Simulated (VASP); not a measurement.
# Si3N4 (Fd-3m) in VASP: notebook

The runs below take Si3N4 through electric field gradients, with PBE, r2SCAN.

The COD entry that gives the cell may itself be a prediction, so a difference from it is no test against experiment.

Program: VASP 6.6.1. These are calculated values, not measurements. Logs are shortened: lines on timing, memory, paths and dates and some standing lists are left out, and cuts for length are marked.

## Step 1: The cell of the first run

Symmetry: Fd-3m, No. 227, cubic system. Conventional cell: a = 7.676 Å, b = 7.676 Å, c = 7.676 Å, α = 90.00°, β = 90.00°, γ = 90.00°. Within 2.5 Å of Si (site symmetry -3m) lie 6 N at 1.86 Å. Within 2.3 Å of Si (site symmetry -43m) lie 4 N at 1.76 Å. N (site symmetry 3m) has 4 Si at 1.76 to 1.86 Å within 2.3 Å.

## Step 2: Electric field gradients, PBE

Contents of INCAR:

```
PREC = Accurate
ENCUT = 520
EDIFF = 1E-8
ISMEAR = -1
SIGMA = 0.02
LREAL = F
LASPH = T
NELM = 100
ALGO = Normal
ISIF = 2
LWAVE = F
LCHARG = F
GGA = PE
LEFG = T
NBANDS = 45
```

Contents of KPOINTS:

```
Automatic mesh
0
Gamma
  6 6 6
```

Contents of POSCAR:

```
Si3N4
1.0
    0.0000000000      3.8382500000      3.8382500000
    3.8382500000      0.0000000000      3.8382500000
    3.8382500000      3.8382500000      0.0000000000
Si N
6 8
Direct
    0.1250000000      0.1250000000      0.1250000000
    0.6250000000      0.1250000000      0.1250000000
    0.1250000000      0.1250000000      0.6250000000
    0.1250000000      0.6250000000      0.1250000000
    0.5000000000      0.5000000000      0.5000000000
    0.7500000000      0.7500000000      0.7500000000
    0.8824000000      0.8824000000      0.8824000000
    0.8972000000      0.3676000000      0.3676000000
    0.8824000000      0.8824000000      0.3528000000
    0.3676000000      0.8972000000      0.3676000000
    0.3528000000      0.8824000000      0.8824000000
    0.3676000000      0.3676000000      0.3676000000
    0.8824000000      0.3528000000      0.8824000000
    0.3676000000      0.3676000000      0.8972000000
```

Potentials or basis: VASP PAW PBE potentials, release 64 (Si, N).

On the command line:

```console
> cat potpaw_PBE.64/Si/POTCAR potpaw_PBE.64/N/POTCAR > POTCAR
> mpirun -np 1 vasp_std > vasp.out
```

OUTCAR:

```text
PREC = Accurate
   ENCUT = 520
   EDIFF = 1E-8
   ISMEAR = -1
   LREAL = F
   LASPH = T
   NELM = 100
   ISIF = 2
   GGA = PE

 ion  position               nearest neighbor table
   1  0.125  0.125  0.125-   8 1.86  10 1.86  11 1.86  13 1.86   9 1.86  14 1.86   2 2.71   3 2.71
                             4 2.71   3 2.71   4 2.71   2 2.71
   2  0.625  0.125  0.125-   9 1.86  14 1.86  13 1.86  10 1.86   7 1.86  12 1.86   1 2.71   3 2.71
                             4 2.71   1 2.71   3 2.71   4 2.71
   3  0.125  0.125  0.625-   8 1.86  10 1.86  11 1.86  13 1.86  12 1.86   7 1.86   1 2.71   1 2.71
                             2 2.71   4 2.71   4 2.71   2 2.71
   4  0.125  0.625  0.125-   9 1.86  14 1.86  11 1.86   8 1.86  12 1.86   7 1.86   1 2.71   3 2.71
                             1 2.71   2 2.71   3 2.71   2 2.71
   5  0.500  0.500  0.500-  12 1.76  10 1.76   8 1.76  14 1.76
   6  0.750  0.750  0.750-   7 1.76   9 1.76  11 1.76  13 1.76
   7  0.882  0.882  0.882-   6 1.76   4 1.86   2 1.86   3 1.86
   8  0.897  0.368  0.368-   5 1.76   3 1.86   4 1.86   1 1.86
   9  0.882  0.882  0.353-   6 1.76   4 1.86   2 1.86   1 1.86
  10  0.368  0.897  0.368-   5 1.76   3 1.86   2 1.86   1 1.86
  11  0.353  0.882  0.882-   6 1.76   3 1.86   4 1.86   1 1.86
  12  0.368  0.368  0.368-   5 1.76   4 1.86   2 1.86   3 1.86
  13  0.882  0.353  0.882-   6 1.76   3 1.86   2 1.86   1 1.86
  14  0.368  0.368  0.897-   5 1.76   4 1.86   2 1.86   1 1.86

  LATTYP: Found a face centered cubic cell.
 ALAT       =     7.6765000000

  Lattice vectors:

 A1 = (   0.0000000000,   3.8382500000,   3.8382500000)
 A2 = (   3.8382500000,   0.0000000000,   3.8382500000)
 A3 = (   3.8382500000,   3.8382500000,   0.0000000000)

Analysis of symmetry for initial positions (statically):
=====================================================================
 Subroutine PRICEL returns:
 Original cell was already a primitive cell.

 Routine SETGRP: Setting up the symmetry group for a
 face centered cubic supercell.

 Subroutine GETGRP returns: Found 48 space group operations
 (whereof 24 operations were pure point group operations)
 out of a pool of 48 trial point group operations.

The static configuration has the point symmetry T_d .
 The point group associated with its full space group is O_h .

Analysis of symmetry for dynamics (positions and initial velocities):
=====================================================================
 Subroutine PRICEL returns:
 Original cell was already a primitive cell.

 Routine SETGRP: Setting up the symmetry group for a
 face centered cubic supercell.

 Subroutine GETGRP returns: Found 48 space group operations
 (whereof 24 operations were pure point group operations)
 out of a pool of 48 trial point group operations.

The dynamic configuration has the point symmetry T_d .
 The point group associated with its full space group is O_h .

 Subroutine INISYM returns: Found 48 space group operations
 (whereof 24 operations are pure point group operations),
 and found     1 'primitive' translations

----------------------------------------------------------------------------------------

                                     Primitive cell

  volume of cell :     113.0914

  direct lattice vectors                    reciprocal lattice vectors
     0.000000000  3.838250000  3.838250000    -0.130267700  0.130267700  0.130267700
     3.838250000  0.000000000  3.838250000     0.130267700 -0.130267700  0.130267700
     3.838250000  3.838250000  0.000000000     0.130267700  0.130267700 -0.130267700

  length of vectors
     5.428105206  5.428105206  5.428105206     0.225630275  0.225630275  0.225630275

  position of ions in fractional coordinates (direct lattice)
     0.125000000  0.125000000  0.125000000
     0.625000000  0.125000000  0.125000000
     0.125000000  0.125000000  0.625000000
     0.125000000  0.625000000  0.125000000
     0.500000000  0.500000000  0.500000000
     0.750000000  0.750000000  0.750000000
     0.882400000  0.882400000  0.882400000
     0.897200000  0.367600000  0.367600000
     0.882400000  0.882400000  0.352800000
     0.367600000  0.897200000  0.367600000
     0.352800000  0.882400000  0.882400000
     0.367600000  0.367600000  0.367600000
     0.882400000  0.352800000  0.882400000
     0.367600000  0.367600000  0.897200000

  ion indices of the primitive-cell ions
   primitive index   ion index
                 1           1
                 2           2
                 3           3
                 4           4
                 5           5
                 6           6
                 7           7
                 8           8
                 9           9
                10          10
                11          11
[... 75 lines left out ...]
   TEBEG  =    0.0;   TEEND  =   0.0 temperature during run
   PSTRESS=    0.0 pullay stress
   NELECT =      64.0000    total number of electrons
   NUPDOWN=      -1.0000    fix difference up-down
   EMIN   =  10.00;   EMAX   =-10.00  energy-range for DOS
   EFERMI =   0.00;   METHOD = LEGACY
   ISMEAR =    -1;   SIGMA  =   0.02  broadening in eV -4-tet -1-fermi 0-gaus
   EFERMI_NEDOS =   21; number of points for ismear=-14 and -15
   IALGO  =     38    algorithm
   IMIX   =      4    mixing-type and parameters
     AMIX     =   0.40;   BMIX     =  1.00
     AMIX_MAG =   1.60;   BMIX_MAG =  1.00
  volume/ion in A,a.u.               =       8.08        54.51
  Fermi-wavevector in a.u.,A,eV,Ry     =   1.354123  2.558922 24.948324  1.833650
  Thomas-Fermi vector in A             =   2.481321
   LORBIT       =      0    0 simple, 1 ext, 2 COOP (PROOUT), +10 PAW based schemes
   GGA     = PE    functional components
   LHFCALC =     F    Hartree Fock is set to
   AEXX    =    0.0000 exact exchange contribution
   IVDW    =     0    specifies the selected vdW correction
   LEPSILON=     F    determine dielectric tensor
   LRPA    =     F    only Hartree local field effects (RPA)
 non-spin polarized calculation
  energy-cutoff  :      520.00
  volume of cell :      113.09
 maximum number of plane-waves:      3071
   NGX = 21   NGY = 21   NGZ = 21

 number of electron      64.0000010 magnetization

 Free energy of the ion-electron system (eV)
  ---------------------------------------------------
  ext. energy  EPLUGINS =         0.00000000
  ---------------------------------------------------
  free energy    TOTEN  =      -112.27083525 eV

  energy without entropy =     -112.27083525  energy(sigma->0) =     -112.27083525

 E-fermi :  10.1478     XC(G=0): -12.4262

 val. band max:        9.6745052725   @ k =  -0.1667   0.1667   0.0000
 cond. band min:      13.1839909420   @ k =   0.0000   0.0000   0.0000
 fundamental gap:      3.5094856695
 Fermi energy:        10.1477866907

 k-point     1 :       0.0000    0.0000    0.0000
  band No.  band energies     occupation
      1      -9.5236      2.00000
      2      -6.0860      2.00000
      3      -5.1274      2.00000
      4      -5.1274      2.00000
      5      -5.1274      2.00000
      6      -4.0972      2.00000
[... 741 lines left out ...]
     43      19.8121      0.00000
     44      19.8121      0.00000
 [bands above 44 left out]

------------------------ aborting loop because EDIFF is reached ----------------------------------------

  FORCE on cell =-STRESS in cart. coord.  units (eV):
  Direction    XX          YY          ZZ          XY          YZ          ZX
  --------------------------------------------------------------------------------------
  -------------------------------------------------------------------------------------
  Total        9.8391038      9.8391038      9.8391038     -0.0000000     -0.0000000      0.0000000
  in kB      139.3915198    139.3915198    139.3915198     -0.0000000     -0.0000000      0.0000000
  external PRESSURE =     139.3915198 kB  Pullay stress =       0.0000000 kB

 VOLUME and BASIS-vectors are now :
 -----------------------------------------------------------------------------
  energy-cutoff  :      520.00
  volume of cell :      113.09
      direct lattice vectors                 reciprocal lattice vectors
     0.000000000  3.838250000  3.838250000    -0.130267700  0.130267700  0.130267700
     3.838250000  0.000000000  3.838250000     0.130267700 -0.130267700  0.130267700
     3.838250000  3.838250000  0.000000000     0.130267700  0.130267700 -0.130267700

 POSITION                                       TOTAL-FORCE (eV/Angst)
 -----------------------------------------------------------------------------------
      0.95956      0.95956      0.95956         0.000000      0.000000     -0.000000
      0.95956      2.87869      2.87869         0.000000      0.000000     -0.000000
      2.87869      2.87869      0.95956         0.000000      0.000000     -0.000000
      2.87869      0.95956      2.87869         0.000000      0.000000     -0.000000
      3.83825      3.83825      3.83825         0.000000      0.000000     -0.000000
      5.75737      5.75737      5.75737         0.000000      0.000000     -0.000000
      6.77374      6.77374      6.77374        -0.074639     -0.074639     -0.074639
      2.82188      4.85462      4.85462         0.074639     -0.074639     -0.074639
      4.74101      4.74101      6.77374         0.074639      0.074639     -0.074639
      4.85462      2.82188      4.85462        -0.074639      0.074639     -0.074639
      6.77374      4.74101      4.74101        -0.074639      0.074639      0.074639
      2.82188      2.82188      2.82188         0.074639      0.074639      0.074639
      4.74101      6.77374      4.74101         0.074639     -0.074639      0.074639
      4.85462      4.85462      2.82188        -0.074639     -0.074639      0.074639
 -----------------------------------------------------------------------------------
    total drift:                                0.000000      0.000000     -0.000000

  FREE ENERGIE OF THE ION-ELECTRON SYSTEM (eV)
  ---------------------------------------------------
  free  energy   TOTEN  =      -112.2708352548 eV

  energy  without entropy=     -112.2708352548  energy(sigma->0) =     -112.27083525

 Electric field gradients (V/A^2)
---------------------------------------------------------------------
 ion       V_xx      V_yy      V_zz      V_xy      V_xz      V_yz
---------------------------------------------------------------------
   1       0.000     0.000     0.000    -0.566    -0.566    -0.566
   2      -0.000     0.000     0.000     0.566     0.566    -0.566
   3       0.000     0.000    -0.000    -0.566     0.566     0.566
   4       0.000    -0.000     0.000     0.566    -0.566     0.566
   5      -0.000    -0.000     0.000    -0.000    -0.000    -0.000
   6      -0.000    -0.000     0.000    -0.000    -0.000    -0.000
   7      -0.000    -0.000     0.000    13.281    13.281    13.281
   8      -0.001     0.000     0.000   -13.281   -13.281    13.280
   9       0.000     0.000    -0.001    13.280   -13.281   -13.281
  10       0.000    -0.001     0.000   -13.281    13.280   -13.281
  11      -0.001     0.000     0.000   -13.281   -13.281    13.280
  12      -0.000    -0.000     0.000    13.281    13.281    13.281
  13       0.000    -0.001     0.000   -13.281    13.280   -13.281
  14       0.000     0.000    -0.001    13.280   -13.281   -13.281
---------------------------------------------------------------------

 Electric field gradients after diagonalization (V/A^2)
 (convention: |V_zz| > |V_xx| > |V_yy|)
----------------------------------------------------------------------
 ion       V_xx      V_yy      V_zz     asymmetry (V_yy - V_xx)/ V_zz
----------------------------------------------------------------------
   1       0.566     0.566    -1.132       0.000
   2       0.566     0.566    -1.132       0.000
   3       0.566     0.566    -1.132       0.000
   4       0.566     0.566    -1.132       0.000
   5       0.000     0.000    -0.000       0.000
   6       0.000     0.000    -0.000       0.000
   7     -13.281   -13.281    26.562       0.000
   8     -13.282   -13.280    26.561       0.000
   9     -13.282   -13.280    26.561       0.000
  10     -13.282   -13.280    26.561       0.000
  11     -13.282   -13.280    26.561       0.000
  12     -13.281   -13.281    26.562       0.000
  13     -13.282   -13.280    26.561       0.000
  14     -13.282   -13.280    26.561       0.000
----------------------------------------------------------------------

           NMR quadrupolar parameters

 Cq : quadrupolar parameter    Cq=e*Q*V_zz/h
 eta: asymmetry parameters     (V_yy - V_xx)/ V_zz
 Q  : nuclear electric quadrupole moment in mb (millibarn)
----------------------------------------------------------------------
 ion       Cq(MHz)       eta       Q (mb)
----------------------------------------------------------------------
   1      -0.003       0.000       1.000
   2      -0.003       0.000       1.000
   3      -0.003       0.000       1.000
   4      -0.003       0.000       1.000
   5      -0.000       0.000       1.000
   6      -0.000       0.000       1.000
   7       0.064       0.000       1.000
   8       0.064       0.000       1.000
   9       0.064       0.000       1.000
  10       0.064       0.000       1.000
  11       0.064       0.000       1.000
  12       0.064       0.000       1.000
  13       0.064       0.000       1.000
  14       0.064       0.000       1.000
----------------------------------------------------------------------
```

Run time: 68 s. Hardware: 1 thread of AMD EPYC 9R45 (Zen 5), shared host; peak memory 0.22 GiB.

Results:

| Property | Result |
| --- | --- |
| Free energy | -112.2708 eV |
| Pressure | 13.9 GPa |
| Largest force | 0.129 eV/Å |
| Band gap on the k mesh | 3.51 eV, indirect (least direct gap 3.54 eV) |

Forces in eV/Å, atoms in the order of the input:
```
Si   0.000  0.000  0.000
Si   0.000  0.000  0.000
Si   0.000  0.000  0.000
Si   0.000  0.000  0.000
Si   0.000  0.000  0.000
Si   0.000  0.000  0.000
N   -0.075 -0.075 -0.075
N    0.075 -0.075 -0.075
N    0.075  0.075 -0.075
N   -0.075  0.075 -0.075
N   -0.075  0.075  0.075
N    0.075  0.075  0.075
N    0.075 -0.075  0.075
N   -0.075 -0.075  0.075
```

Electric field gradients, principal values (V/Å²):
| atom | least | middle | greatest (by size) |
| --- | --- | --- | --- |
| 1 Si | 0.566 | 0.566 | -1.132 |
| 2 Si | 0.566 | 0.566 | -1.132 |
| 3 Si | 0.566 | 0.566 | -1.132 |
| 4 Si | 0.566 | 0.566 | -1.132 |
| 5 Si | 0.000 | 0.000 | 0.000 |
| 6 Si | 0.000 | 0.000 | 0.000 |
| 7 N | -13.281 | -13.281 | 26.562 |
| 8 N | -13.280 | -13.282 | 26.561 |
| 9 N | -13.280 | -13.282 | 26.561 |
| 10 N | -13.280 | -13.282 | 26.561 |
| 11 N | -13.280 | -13.282 | 26.561 |
| 12 N | -13.281 | -13.281 | 26.562 |
| 13 N | -13.280 | -13.282 | 26.561 |
| 14 N | -13.280 | -13.282 | 26.561 |

Caveat: without QUAD_EFG the Cq values of the log hold for a quadrupole moment of 1 mb, not for the nuclei. A k mesh can miss the band edges.

[end of part 1 of 2]
